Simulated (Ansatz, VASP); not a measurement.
# Pd in VASP and in Ansatz

File INCAR:

```
PREC = Accurate ; ENCUT = 520
EDIFF = 1E-7 ; ISMEAR = 0
SIGMA = 0.15 ; LREAL = F
LASPH = T ; NELM = 80
ALGO = Normal ; ISIF = 2
LWAVE = F ; LCHARG = T
GGA = CA ; LELF = T
LVHAR = T ; NBANDS = 11
```

KPOINTS

```
Automatic mesh
0
Gamma
  22 22 22
```

Contents of POSCAR:

```
Pd
1.0
   -1.5722810000      1.5722810000      1.5722810000
    1.5722810000     -1.5722810000      1.5722810000
    1.5722810000      1.5722810000     -1.5722810000
Pd
1
Direct
    0.0000000000      0.0000000000      0.0000000000
```

Input for Ansatz:

```yaml
crystal:
  lattice:
    - [-1.572281, 1.572281, 1.572281]
    - [1.572281, -1.572281, 1.572281]
    - [1.572281, 1.572281, -1.572281]
  atoms:
    - { symbol: Pd, position: [0.0, 0.0, 0.0] }
basis:
  ecutwfc: 420
kpoints:
  mp_grid: { grid: [22, 22, 22] }
hamiltonian:
  xc: lda
scf:
  occupations: { method: gaussian, width: 0.15 }
output:
  forces: true
  stress: true
  eigenvalues: true
```

Alike in both runs: task single point; functional LDA; k mesh 22 × 22 × 22; occupations gaussian, width 0.15 eV; no spin polarisation.

```csv
,VASP,Ansatz
version,VASP 6.6.1,Ansatz 0.2.0
potentials or method,"VASP PAW LDA potentials, release 64 (Pd), cutoff 520 eV","scalar-relativistic, plane waves, PAW"
valence electrons in the cell,10,18
```

```csv
,VASP,Ansatz,Ansatz less VASP
gap on the k mesh at the Fermi level (eV),none,none,-
pressure (GPa),-14.9,-15.1,-0.20
```

LDA's correlation is that of Perdew and Zunger in VASP and of Perdew and Wang (1992) in Ansatz. A gap of «none» marks a metal or a gap that the smearing closes. VASP's potentials hold 10 valence electrons a cell and Ansatz's 18, so a difference there can come from the potentials and not from the codes.
